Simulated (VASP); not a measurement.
# ZnCd3O4 (P-4m2) in VASP: a series of runs, part 2 of 2

VASP 6.6.1. Earlier steps stand in the parts before.

## 4. Single point, PBE

The input, INCAR:

```
SYSTEM = ZnCd3O4
ALGO     = Normal         ! electronic algorithm
EDIFF    = 1E-7           ! SCF threshold, eV
ENCUT    = 520            ! plane-wave cutoff, eV
GGA      = PE             ! functional
ISIF     = 2              ! what is computed and relaxed
ISMEAR   = 0              ! smearing method
LASPH    = .True.         ! aspherical terms in the spheres
LCHARG   = .False.        ! write CHGCAR
LREAL    = .False.        ! projectors in reciprocal space
LWAVE    = .False.        ! write WAVECAR
NBANDS   = 46             ! bands
NELM     = 80             ! most SCF steps
PREC     = Accurate       ! precision mode
SIGMA    = 0.1            ! smearing width, eV
```

The input, KPOINTS:

```
k-points
0
Gamma
  10 10 4
  0 0 0
```

The input, POSCAR:

```
ZnCd3O4
1.0
    3.5171179000      0.0000000000      0.0000000000
    0.0000000000      3.5171179000      0.0000000000
    0.0000000000      0.0000000000     10.1020988000
Zn Cd O
1 3 4
Direct
    0.5000000000      0.5000000000      0.0000000000
    0.0000000000      0.0000000000      0.7668010000
    0.0000000000      0.0000000000      0.2331990000
    0.5000000000      0.5000000000      0.5000000000
    0.5000000000      0.0000000000      0.9004830000
    0.0000000000      0.5000000000      0.0995170000
    0.5000000000      0.0000000000      0.3665610000
    0.0000000000      0.5000000000      0.6334390000
```

Command:

```sh
> cat potpaw_PBE.64/Zn/POTCAR potpaw_PBE.64/Cd/POTCAR potpaw_PBE.64/O/POTCAR > POTCAR
> mpirun -np 1 vasp_std > vasp.out
```

Run time: 2.7 min. Hardware: 1 thread of Intel Xeon 6975P-C (Granite Rapids), shared host; peak memory 0.45 GiB.

Results (log left out):

```yaml
Free_energy: -31.8698 eV
Pressure: 1.1 GPa
Largest_force: 0.041 eV/Å
Band_gap_on_the_k_mesh: zero (filled and empty bands touch)
```

Forces on the atoms (eV/Å):
```
Zn   0.000  0.000  0.000
Cd   0.000  0.000  0.000
Cd   0.000  0.000  0.000
Cd   0.000  0.000  0.000
O    0.000  0.000  0.041
O    0.000  0.000 -0.041
O    0.000  0.000  0.001
O    0.000  0.000 -0.001
```

Stress tensor (GPa, compression positive):
```
1.06 0.00 0.00
0.00 1.06 0.00
0.00 0.00 1.14
```

Levels at points of the mesh, in eV from the Fermi level:
```tsv
k point	band 34	band 35	band 36	band 37	band 38	band 39
(0.00, 0.00, 0.00)	-0.24	-0.20	-0.07	-0.07	2.65	2.83
(0.50, 0.00, 0.00)	-0.67	-0.63	-0.62	4.07	4.11	4.52
(0.50, 0.50, 0.00)	-1.83	-1.80	-1.65	4.82	4.82	6.59
(0.00, 0.00, 0.50)	-0.36	-0.25	-0.25	1.08	1.21	4.24
(0.50, 0.00, 0.50)	-0.67	-0.67	-0.62	4.14	4.14	4.52
(0.50, 0.50, 0.50)	-1.92	-1.76	-1.65	5.38	5.38	5.72
```

## 5. Single point, PBE, collinear spin, ferromagnetic start

The input, INCAR:

```
SYSTEM = ZnCd3O4
PREC     = Accurate       ! precision mode
ENCUT    = 520            ! plane-wave cutoff, eV
EDIFF    = 1E-6           ! SCF threshold, eV
ISMEAR   = 0              ! smearing method
SIGMA    = 0.1            ! smearing width, eV
LREAL    = .FALSE.        ! projectors in reciprocal space
LASPH    = .TRUE.         ! aspherical terms in the spheres
NELM     = 150            ! most SCF steps
ALGO     = Normal         ! electronic algorithm
ISIF     = 2              ! what is computed and relaxed
LWAVE    = .FALSE.        ! write WAVECAR
LCHARG   = .TRUE.         ! write CHGCAR
ISPIN    = 2              ! spin polarisation
MAGMOM   = 0 0 0 0 1 1 1 1 ! initial moments
LORBIT   = 11             ! projections on sites
GGA      = PE             ! functional
LELF     = .TRUE.         ! ELF
LVHAR    = .TRUE.       
NBANDS   = 50             ! bands
```

The input, KPOINTS:

```
Automatic mesh
0
G
  6 6 2
  0 0 0
```

POSCAR is that of step 4.

Command:

```sh
> cat potpaw_PBE.64/Zn/POTCAR potpaw_PBE.64/Cd/POTCAR potpaw_PBE.64/O/POTCAR > POTCAR
> mpirun -np 1 vasp_std > vasp.out
```

Wall time 3.5 min (1 thread of Intel Xeon 6975P-C (Granite Rapids), shared host); peak memory 0.4 GiB.

Results (log left out):

| Property | Result |
| --- | --- |
| Free energy | -31.8655 eV |
| Pressure | 1.1 GPa |
| Largest force | 0.046 eV/Å |
| Band gap on the k mesh | zero (filled and empty bands touch) |
| Net moment | 0.00 μB per cell |
| Valence electrons inside the program's atomic spheres | Zn 10.74; Cd 10.28; O 4.95, 4.92 |

Forces on the atoms (eV/Å):
```
Zn   0.000  0.000  0.000
Cd   0.000  0.000 -0.004
Cd   0.000  0.000  0.004
Cd   0.000  0.000  0.000
O    0.000  0.000  0.046
O    0.000  0.000 -0.046
O    0.000  0.000 -0.001
O    0.000  0.000  0.001
```

Stress tensor (GPa, compression positive):
```
1.05 0.00 0.00
0.00 1.05 0.00
0.00 0.00 1.16
```

Levels at points of the mesh, in eV from the Fermi level:
Spin up:
| k point | band 32 | band 33 | band 34 | band 35 | band 36 | band 37 | band 38 | band 39 | band 40 | band 41 |
| --- | --- | --- | --- | --- | --- | --- | --- | --- | --- | --- |
| (0.00, 0.00, 0.00) | -0.75 | -0.75 | -0.19 | -0.16 | -0.03 | -0.03 | 2.69 | 2.87 | 5.03 | 7.17 |
| (0.50, 0.00, 0.00) | -0.78 | -0.62 | -0.62 | -0.59 | -0.58 | 4.12 | 4.16 | 4.56 | 4.69 | 6.41 |
| (0.50, 0.50, 0.00) | -1.85 | -1.79 | -1.79 | -1.76 | -1.61 | 4.87 | 4.87 | 6.64 | 6.64 | 7.07 |
| (0.00, 0.00, 0.50) | -1.17 | -0.32 | -0.32 | -0.21 | -0.21 | 1.13 | 1.25 | 4.29 | 4.29 | 7.62 |
| (0.50, 0.00, 0.50) | -0.99 | -0.83 | -0.63 | -0.62 | -0.58 | 4.18 | 4.19 | 4.56 | 4.68 | 6.45 |
| (0.50, 0.50, 0.50) | -1.96 | -1.89 | -1.88 | -1.72 | -1.61 | 5.42 | 5.42 | 5.76 | 5.76 | 7.08 |
Spin down:
```
           k point  band 33  band 34  band 35  band 36  band 37  band 38  band 39  band 40
(0.00, 0.00, 0.00)    -0.75    -0.19    -0.16    -0.03    -0.03     2.69     2.87     5.03
(0.50, 0.00, 0.00)    -0.62    -0.62    -0.59    -0.58     4.12     4.16     4.56     4.69
(0.50, 0.50, 0.00)    -1.79    -1.79    -1.76    -1.61     4.87     4.87     6.64     6.64
(0.00, 0.00, 0.50)    -0.32    -0.32    -0.21    -0.21     1.13     1.25     4.29     4.29
(0.50, 0.00, 0.50)    -0.83    -0.63    -0.62    -0.58     4.18     4.19     4.56     4.68
(0.50, 0.50, 0.50)    -1.89    -1.88    -1.72    -1.61     5.42     5.42     5.76     5.76
```

## 6. Single point, PBE

The input, INCAR:

```
SYSTEM = ZnCd3O4
ALGO = Normal
EDIFF = 1E-6
ENCUT = 600
GGA = PE
GGA_COMPAT = .FALSE.
ISIF = 2
ISMEAR = 0
LASPH = .TRUE.
LCHARG = .TRUE.
LELF = .TRUE.
LREAL = .FALSE.
LVHAR = .TRUE.
LWAVE = .FALSE.
NBANDS = 58
NELM = 120
PREC = Accurate
SIGMA = 0.1
```

The input, KPOINTS:

```
k-points
0
G
  6 6 2
  0 0 0
```

POSCAR is that of step 5.

Potentials or basis: VASP PAW PBE potentials, release 64 (Zn, Cd_sv_GW, O).

Command:

```sh
> cat potpaw_PBE.64/Zn/POTCAR potpaw_PBE.64/Cd_sv_GW/POTCAR potpaw_PBE.64/O/POTCAR > POTCAR
> mpirun -np 1 vasp_std > vasp.out
```

It took 3.6 min on 1 thread of Intel Xeon Platinum 8488C (Sapphire Rapids), shared host; peak memory 0.34 GiB.

Results (log left out):

```
Free energy            : -32.1938 eV
Pressure               : -0.3 GPa
Largest force          : 0.037 eV/Å
Band gap on the k mesh : zero (filled and empty bands touch)
```

Forces on the atoms (eV/Å):
```
Zn   0.000  0.000  0.000
Cd   0.000  0.000 -0.009
Cd   0.000  0.000  0.009
Cd   0.000  0.000  0.000
O    0.000  0.000 -0.037
O    0.000  0.000  0.037
O    0.000  0.000 -0.001
O    0.000  0.000  0.001
```

Levels at points of the mesh, in eV from the Fermi level:
```tsv
k point	band 46	band 47	band 48	band 49	band 50	band 51
(0.00, 0.00, 0.00)	-0.19	-0.16	-0.03	-0.03	2.68	2.87
(0.50, 0.00, 0.00)	-0.62	-0.59	-0.58	4.12	4.16	4.55
(0.50, 0.50, 0.00)	-1.78	-1.75	-1.61	4.89	4.89	6.65
(0.00, 0.00, 0.50)	-0.32	-0.21	-0.21	1.12	1.25	4.28
(0.50, 0.00, 0.50)	-0.63	-0.62	-0.58	4.18	4.19	4.55
(0.50, 0.50, 0.50)	-1.88	-1.71	-1.61	5.44	5.44	5.77
```

## 7. Overview

```csv
potentials or basis,spin,cell,k mesh,cutoff (eV),second run,gap on the mesh (eV),pressure (GPa),largest force (eV/Å)
"VASP PAW PBE potentials, release 64 (Zn, Cd, O)",off,"a = 3.517, b = 3.517, c = 10.102 Å, 8 atoms",6 × 6 × 2,520,-,none,1.1,0.05
"VASP PAW PBE potentials, release 64 (Zn, Cd, O)",off,"a = 3.477, b = 3.477, c = 10.029 Å, 8 atoms",10 × 10 × 4,520,-,none,4.5,0.05
"VASP PAW PBE potentials, release 64 (Zn, Cd, O)",off,"a = 3.517, b = 3.517, c = 10.102 Å, 8 atoms",10 × 10 × 4,520,-,none,1.1,0.04
"VASP PAW PBE potentials, release 64 (Zn, Cd, O)","collinear, ferromagnetic start","a = 3.517, b = 3.517, c = 10.102 Å, 8 atoms",6 × 6 × 2,520,-,none,1.1,0.05
"VASP PAW PBE potentials, release 64 (Zn, Cd_sv_GW, O)",off,"a = 3.517, b = 3.517, c = 10.102 Å, 8 atoms",6 × 6 × 2,600,valence_matched,none,-0.3,0.04
```

Alike in all rows: task single point; level PBE; smearing gaussian 0.1 eV.

Absolute energies hang on the potentials; compare differences alone.
